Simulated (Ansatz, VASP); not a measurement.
SnPb2O3 in VASP and in Ansatz

```
CELL_PARAMETERS angstrom
3.94615 0.00000 0.00000
0.00000 3.94615 0.00000
0.00000 0.00000 15.05806
ATOMIC_POSITIONS crystal
Sn 0.00000 0.50000 0.74617
Sn 0.50000 0.00000 0.25383
Pb 0.00000 0.50000 0.07950
Pb 0.00000 0.50000 0.41283
Pb 0.50000 0.00000 0.92050
Pb 0.50000 0.00000 0.58717
O 0.00000 0.00000 0.66667
O 0.00000 0.00000 0.00000
O 0.00000 0.00000 0.33333
O 0.50000 0.50000 0.66667
O 0.50000 0.50000 0.00000
O 0.50000 0.50000 0.33333
```

Alike in both runs: task relaxation of cell and atoms; functional PBE; k mesh 4 × 4 × 1; occupations gaussian, width 0.1 eV; no spin polarisation.

```csv
,VASP,Ansatz
version,VASP 6.6.1,Ansatz 0.2.0
potentials or method,"VASP PAW PBE potentials, release 64 (Sn_d, Pb_d, O), cutoff 600 eV","scalar-relativistic, plane waves, PAW"
valence electrons in the cell,120,120
```

```csv
,VASP,Ansatz,Ansatz less VASP
"gap on the k mesh at the Fermi level, each at its own relaxed structure (eV)",1.04,1.08,+0.038
relaxed volume (Å³/atom),21.44,21.46,+0.018
relaxed length of the cell vector where the two differ most in proportion (Å),16.183,16.170,-0.0134
```

Neither program's run includes spin-orbit coupling.
